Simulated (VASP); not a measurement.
# Al (Fm-3m) in VASP: a series of runs

The runs below take Al through single point, with PBEsol+D3(BJ), PBEsol+D4.

All numbers are computed with VASP 6.6.1; they aren't measurements. Logs are shortened: lines on timing, memory, paths and dates and some standing lists are left out, and cuts for length are marked.

## Step 1: The cell of the first run

It takes space group Fm-3m (No. 225, cubic). Conventional cell: a = 4.050 Å, b = 4.050 Å, c = 4.050 Å, α = 90.00°, β = 90.00°, γ = 90.00°. Al (site symmetry m-3m) has 12 Al at 2.86 Å within 3.8 Å.

## Step 2: Single point, PBEsol+D3(BJ)

The input, INCAR:

```
SYSTEM = Al
ALGO = Normal
EDIFF = 1E-6
ENCUT = 520
GGA = PS
ISIF = 2
ISMEAR = -1
IVDW = 12
LASPH = .TRUE.
LCHARG = .FALSE.
LREAL = .FALSE.
LWAVE = .FALSE.
NBANDS = 8
NELM = 100
PREC = Accurate
SIGMA = 0.05
```

The input, KPOINTS:

```
k-points
0
G
  11 11 11
  0 0 0
```

The input, POSCAR:

```
Al
1.0
    0.0000000000      2.0248050000      2.0248050000
    2.0248050000      0.0000000000      2.0248050000
    2.0248050000      2.0248050000      0.0000000000
Al
1
Direct
    0.0000000000      0.0000000000      0.0000000000
```

Potentials or basis: VASP PAW PBE potentials, release 64 (Al).

Run with:

```console
$ cat potpaw_PBE.64/Al/POTCAR > POTCAR
$ mpirun -np 1 vasp_std > vasp.out
```

OUTCAR:

```text
SYSTEM = Al
   EDIFF = 1E-6
   ENCUT = 520
   GGA = PS
   ISIF = 2
   ISMEAR = -1
   IVDW = 12
   LASPH = .TRUE.
   LREAL = .FALSE.
   NELM = 100
   PREC = Accurate
 IVDW          = 12

 ion  position               nearest neighbor table
   1  0.000  0.000  0.000-

  LATTYP: Found a face centered cubic cell.
 ALAT       =     4.0496100000

  Lattice vectors:

 A1 = (   0.0000000000,   2.0248050000,   2.0248050000)
 A2 = (   2.0248050000,   0.0000000000,   2.0248050000)
 A3 = (   2.0248050000,   2.0248050000,   0.0000000000)

Analysis of symmetry for initial positions (statically):
=====================================================================
 Subroutine PRICEL returns:
 Original cell was already a primitive cell.

 Routine SETGRP: Setting up the symmetry group for a
 face centered cubic supercell.

 Subroutine GETGRP returns: Found 48 space group operations
[... 9 lines left out ...]

 Routine SETGRP: Setting up the symmetry group for a
 face centered cubic supercell.

 Subroutine GETGRP returns: Found 48 space group operations
 (whereof 48 operations were pure point group operations)
 out of a pool of 48 trial point group operations.

The dynamic configuration has the point symmetry O_h .

 Subroutine INISYM returns: Found 48 space group operations
 (whereof 48 operations are pure point group operations),
 and found     1 'primitive' translations

----------------------------------------------------------------------------------------

                                     Primitive cell

  volume of cell :      16.6027

  direct lattice vectors                    reciprocal lattice vectors
     0.000000000  2.024805000  2.024805000    -0.246937359  0.246937359  0.246937359
     2.024805000  0.000000000  2.024805000     0.246937359 -0.246937359  0.246937359
     2.024805000  2.024805000  0.000000000     0.246937359  0.246937359 -0.246937359

  length of vectors
     2.863506692  2.863506692  2.863506692     0.427708053  0.427708053  0.427708053

  position of ions in fractional coordinates (direct lattice)
     0.000000000  0.000000000  0.000000000

  ion indices of the primitive-cell ions
   primitive index   ion index
                 1           1

----------------------------------------------------------------------------------------

 KPOINTS: k-points

Automatic generation of k-mesh.
 Grid dimensions read from file:
[... 65 lines left out ...]
   EDIFF  = 0.1E-05   stopping-criterion for ELM
   LREAL  =      F    real-space projection
   EDIFFG = 0.1E-04   stopping-criterion for IOM
   NSW    =      0    number of steps for IOM
   IBRION =     -1    ionic relax: 0-MD 1-quasi-New 2-CG
   NFREE  =      0    steps in history (QN), initial steepest desc. (CG)
   ISIF   =      2    stress and relaxation
   ISYM   =      2    0-nonsym 1-usesym 2-fastsym
   POTIM  = 0.5000    time-step for ionic-motion
   TEBEG  =    0.0;   TEEND  =   0.0 temperature during run
   PSTRESS=    0.0 pullay stress
   NELECT =       3.0000    total number of electrons
   NUPDOWN=      -1.0000    fix difference up-down
   EMIN   =  10.00;   EMAX   =-10.00  energy-range for DOS
   EFERMI =   0.00;   METHOD = LEGACY
   ISMEAR =    -1;   SIGMA  =   0.05  broadening in eV -4-tet -1-fermi 0-gaus
   EFERMI_NEDOS =   21; number of points for ismear=-14 and -15
   IALGO  =     38    algorithm
   IMIX   =      4    mixing-type and parameters
     AMIX     =   0.40;   BMIX     =  1.00
     AMIX_MAG =   1.60;   BMIX_MAG =  1.00
  volume/ion in A,a.u.               =      16.60       112.04
  Fermi-wavevector in a.u.,A,eV,Ry     =   0.925526  1.748991 11.654733  0.856599
  Thomas-Fermi vector in A             =   2.051390
   LORBIT       =      0    0 simple, 1 ext, 2 COOP (PROOUT), +10 PAW based schemes
   GGA     = PS    functional components
   LHFCALC =     F    Hartree Fock is set to
   AEXX    =    0.0000 exact exchange contribution
   IVDW    =    12    specifies the selected vdW correction
   LEPSILON=     F    determine dielectric tensor
   LRPA    =     F    only Hartree local field effects (RPA)
 non-spin polarized calculation
  energy-cutoff  :      520.00
  volume of cell :       16.60
 maximum number of plane-waves:       459
 NGX is ok and might be reduce to    24
   NGX = 11   NGY = 11   NGZ = 11

 number of electron       3.0000000 magnetization

 Free energy of the ion-electron system (eV)
  ---------------------------------------------------
  ext. energy  EPLUGINS =         0.00000000
  ---------------------------------------------------
  free energy    TOTEN  =        -4.09954863 eV

  energy without entropy =       -4.09555206  energy(sigma->0) =       -4.09755034

 E-fermi :   7.8941     XC(G=0): -10.2343

 val. band max:        7.8837085984   @ k =  -0.4545   0.3636   0.0000
 cond. band min:       7.9163056006   @ k =   0.4545   0.1818   0.0909
 fundamental gap:      0.0325970021
 Fermi energy:         7.8940548449

 k-point     1 :       0.0000    0.0000    0.0000
  band No.  band energies     occupation
      1      -3.2017      2.00000
      2      20.4462      0.00000
      3      20.4462      0.00000
      4      20.4462      0.00000
      5      21.8912      0.00000
      6      21.8912      0.00000
      7      21.8912      0.00000
      8      24.3233      0.00000
[... 243 lines left out ...]
 k-point    24 :      -0.1818    0.1818    0.0000
  band No.  band energies     occupation
      1      -0.8348      2.00000
      2      11.6965      0.00000
      3      13.1264      0.00000
      4      19.6798      0.00000
      5      21.7041      0.00000
      6      22.7539      0.00000
      7      23.8494      0.00000
      8      24.8071      0.00000

 [... further k-points ...]

------------------------ aborting loop because EDIFF is reached ----------------------------------------

 Edisp (eV)   -0.31541

 E8    (eV) :    -0.2124

  FORCE on cell =-STRESS in cart. coord.  units (eV):
  Direction    XX          YY          ZZ          XY          YZ          ZX
  --------------------------------------------------------------------------------------
  -------------------------------------------------------------------------------------
  Total      -0.51586    -0.51586    -0.51586     0.00000     0.00000     0.00000
  in kB     -49.78101   -49.78101   -49.78101     0.00000     0.00000     0.00000
  external pressure =      -49.78 kB  Pullay stress =        0.00 kB

 VOLUME and BASIS-vectors are now :
 -----------------------------------------------------------------------------
  energy-cutoff  :      520.00
  volume of cell :       16.60
      direct lattice vectors                 reciprocal lattice vectors
     0.000000000  2.024805000  2.024805000    -0.246937359  0.246937359  0.246937359
     2.024805000  0.000000000  2.024805000     0.246937359 -0.246937359  0.246937359
     2.024805000  2.024805000  0.000000000     0.246937359  0.246937359 -0.246937359

 POSITION                                       TOTAL-FORCE (eV/Angst)
 -----------------------------------------------------------------------------------
      0.00000      0.00000      0.00000         0.000000      0.000000      0.000000
 -----------------------------------------------------------------------------------
    total drift:                                0.000000     -0.000000     -0.000000

  FREE ENERGIE OF THE ION-ELECTRON SYSTEM (eV)
  ---------------------------------------------------
  free  energy   TOTEN  =        -4.4149601733 eV

  energy  without entropy=       -4.4109636065  energy(sigma->0) =       -4.41296189
```

OSZICAR:

```text
N       E                     dE             d eps       ncg     rms          rms(c)
DAV:   1    -0.261421414078E+01   -0.26142E+01   -0.82231E+02   896   0.201E+02
DAV:   2    -0.411952124515E+01   -0.15053E+01   -0.14566E+01  1240   0.191E+01
DAV:   3    -0.412777959949E+01   -0.82584E-02   -0.82529E-02  1216   0.160E+00
DAV:   4    -0.412779701070E+01   -0.17411E-04   -0.17411E-04  1352   0.662E-02
DAV:   5    -0.412779705925E+01   -0.48548E-07   -0.47906E-07  1208   0.198E-03    0.138E+00
DAV:   6    -0.411093824992E+01    0.16859E-01   -0.22584E-03  1192   0.197E-01    0.784E-01
DAV:   7    -0.409956504535E+01    0.11373E-01   -0.61590E-03  1192   0.315E-01    0.165E-01
DAV:   8    -0.409954932569E+01    0.15720E-04   -0.20204E-05  1344   0.306E-02    0.765E-03
DAV:   9    -0.409954862730E+01    0.69840E-06   -0.32244E-07  1192   0.250E-03
   1 F= -.44149602E+01 E0= -.44129619E+01  d E =-.399657E-02
```

stdout:

```text
POSCAR found type information on POSCAR Al
 POSCAR found :  1 types and       1 ions
 scaLAPACK will be used
 -----------------------------------------------------------------------------
|                                                                             |
|                                                                             |
|     You enforced a specific xc type in the INCAR file but a different       |
|     I HOPE YOU KNOW WHAT YOU ARE DOING!                                     |
|                                                                             |
 -----------------------------------------------------------------------------

 LDA part: xc-table for (Slater+PW92), standard interpolation
 POSCAR, INCAR and KPOINTS ok, starting setup
 FFT: planning ... GRIDC
 FFT: planning ... GRID_SOFT
 FFT: planning ... GRID
 WAVECAR not read
 entering main loop
```

It took 4.7 s on 1 thread of AMD EPYC 7R13 (Zen 3), shared host; peak memory 0.11 GiB.

What came out:

```
Free energy                : -4.4150 eV
Pressure                   : -5.0 GPa
Dispersion energy per atom : -0.315 eV
```

Caveat: three body term missing; the PAW data sets were made with another functional, which shifts forces and pressure a little; pairwise dispersion overbinds metals, which lowers pressure and volume.

## Step 3: Single point, PBEsol+D4

This run uses another cell than the first one, of 15.84 Å³/atom, 0.954 times its volume.

The input, INCAR:

```
SYSTEM = Al
PREC = Accurate ; ENCUT = 520
EDIFF = 1E-7 ; ISMEAR = -1
SIGMA = 0.05 ; LREAL = .False.
LASPH = .True. ; NELM = 60
ALGO = Normal ; ISIF = 2
LWAVE = .False. ; LCHARG = .False.
GGA = PS ; IVDW = 13
NBANDS = 8
```

The input, KPOINTS:

```
Automatic mesh
0
Gamma
  11 11 11
  0 0 0
```

The input, POSCAR:

```
Al
1.0
    0.0000000000      1.9935198889      1.9935198889
    1.9935198889      0.0000000000      1.9935198889
    1.9935198889      1.9935198889      0.0000000000
Al
1
Direct
    0.0000000000      0.0000000000      0.0000000000
```

Potentials or basis: VASP PAW PBE potentials, release 64 (Al).

Run with:

```console
$ cat potpaw_PBE.64/Al/POTCAR > POTCAR
$ mpirun -np 1 vasp_std > vasp.out
```

OUTCAR:

```text
SYSTEM = Al
   PREC = Accurate
   ENCUT = 520
   EDIFF = 1E-7
   ISMEAR = -1
   LREAL = .False.
   LASPH = .True.
   NELM = 60
   ISIF = 2
   GGA = PS
   IVDW = 13

 ion  position               nearest neighbor table
   1  0.000  0.000  0.000-

  LATTYP: Found a face centered cubic cell.
 ALAT       =     3.9870397778

  Lattice vectors:

 A1 = (   0.0000000000,   1.9935198889,   1.9935198889)
 A2 = (   1.9935198889,   0.0000000000,   1.9935198889)
 A3 = (   1.9935198889,   1.9935198889,   0.0000000000)

Analysis of symmetry for initial positions (statically):
=====================================================================
 Subroutine PRICEL returns:
 Original cell was already a primitive cell.

 Routine SETGRP: Setting up the symmetry group for a
 face centered cubic supercell.

 Subroutine GETGRP returns: Found 48 space group operations
[... 9 lines left out ...]

 Routine SETGRP: Setting up the symmetry group for a
 face centered cubic supercell.

 Subroutine GETGRP returns: Found 48 space group operations
 (whereof 48 operations were pure point group operations)
[... 151 lines left out ...]
 cond. band min:       8.4083805811   @ k =   0.4545   0.1818   0.0909
 fundamental gap:      0.0661938330
 Fermi energy:         8.3761396671

 k-point     1 :       0.0000    0.0000    0.0000
  band No.  band energies     occupation
      1      -3.0346      2.00000
      2      21.1982      0.00000
      3      21.1982      0.00000
      4      21.1982      0.00000
      5      23.0020      0.00000
      6      23.0020      0.00000
      7      23.0020      0.00000
      8      25.1591      0.00000
[... 243 lines left out ...]
 k-point    24 :      -0.1818    0.1818    0.0000
  band No.  band energies     occupation
      1      -0.5950      2.00000
      2      12.2570      0.00000
      3      13.8344      0.00000
      4      20.5642      0.00000
      5      22.6230      0.00000
      6      23.5813      0.00000
      7      24.9115      0.00000
      8      25.8601      0.00000

 [... further k-points ...]

------------------------ aborting loop because EDIFF is reached ----------------------------------------

  DFT-D4 for vdW energy calculation

  Edisp (eV):   -0.20788

  FORCE on cell =-STRESS in cart. coord.  units (eV):
  Direction    XX          YY          ZZ          XY          YZ          ZX
  --------------------------------------------------------------------------------------
  -------------------------------------------------------------------------------------
  Total       0.00403     0.00403     0.00403     0.00000    -0.00000     0.00000
  in kB       0.40749     0.40749     0.40749     0.00000    -0.00000     0.00000
  external pressure =        0.41 kB  Pullay stress =        0.00 kB

 VOLUME and BASIS-vectors are now :
 -----------------------------------------------------------------------------
  energy-cutoff  :      520.00
  volume of cell :       15.84
      direct lattice vectors                 reciprocal lattice vectors
     0.000000000  1.993519889  1.993519889    -0.250812647  0.250812647  0.250812647
     1.993519889  0.000000000  1.993519889     0.250812647 -0.250812647  0.250812647
     1.993519889  1.993519889  0.000000000     0.250812647  0.250812647 -0.250812647

 POSITION                                       TOTAL-FORCE (eV/Angst)
 -----------------------------------------------------------------------------------
      0.00000      0.00000      0.00000        -0.000000      0.000000      0.000000
 -----------------------------------------------------------------------------------
    total drift:                                0.000000     -0.000000     -0.000000

  FREE ENERGIE OF THE ION-ELECTRON SYSTEM (eV)
  ---------------------------------------------------
  free  energy   TOTEN  =        -4.3074201057 eV

  energy  without entropy=       -4.3035255494  energy(sigma->0) =       -4.30547283
```

OSZICAR:

```text
N       E                     dE             d eps       ncg     rms          rms(c)
DAV:   1    -0.267128484419E+01   -0.26713E+01   -0.82880E+02   896   0.203E+02
DAV:   2    -0.412219602976E+01   -0.14509E+01   -0.14315E+01  1256   0.197E+01
DAV:   3    -0.412853095105E+01   -0.63349E-02   -0.63297E-02  1128   0.144E+00
DAV:   4    -0.412854282686E+01   -0.11876E-04   -0.11875E-04  1440   0.564E-02
DAV:   5    -0.412854284352E+01   -0.16658E-07   -0.16516E-07  1136   0.127E-03    0.146E+00
DAV:   6    -0.411123945942E+01    0.17303E-01   -0.19877E-03  1256   0.186E-01    0.829E-01
DAV:   7    -0.409955516895E+01    0.11684E-01   -0.54604E-03  1152   0.299E-01    0.177E-01
DAV:   8    -0.409953828630E+01    0.16883E-04   -0.21148E-05  1280   0.307E-02    0.133E-02
DAV:   9    -0.409953765632E+01    0.62998E-06   -0.29679E-07  1232   0.260E-03    0.771E-04
DAV:  10    -0.409953744676E+01    0.20956E-06   -0.32291E-09  1152   0.355E-04    0.423E-04
DAV:  11    -0.409953744527E+01    0.14864E-08   -0.85460E-11   744   0.502E-05
   1 F= -.43074201E+01 E0= -.43054728E+01  d E =-.389456E-02
```

Run time: 5.7 s. Hardware: 1 thread of AMD EPYC 7R13 (Zen 3), shared host; peak memory 0.1 GiB.

Results:

| Item | Value |
| --- | --- |
| Free energy | -4.3074 eV |
| Pressure | 0.0 GPa |
| Dispersion energy per atom | -0.208 eV |

Levels at points of the mesh, in eV from the Fermi level:
```
           k point  band 1  band 2  band 3  band 4  band 5  band 6
(0.00, 0.00, 0.00)  -11.41   12.82   12.82   12.82   14.63   14.63
```

Caveat: the PAW data sets were made with another functional, which shifts forces and pressure a little; pairwise dispersion overbinds metals, which lowers pressure and volume.
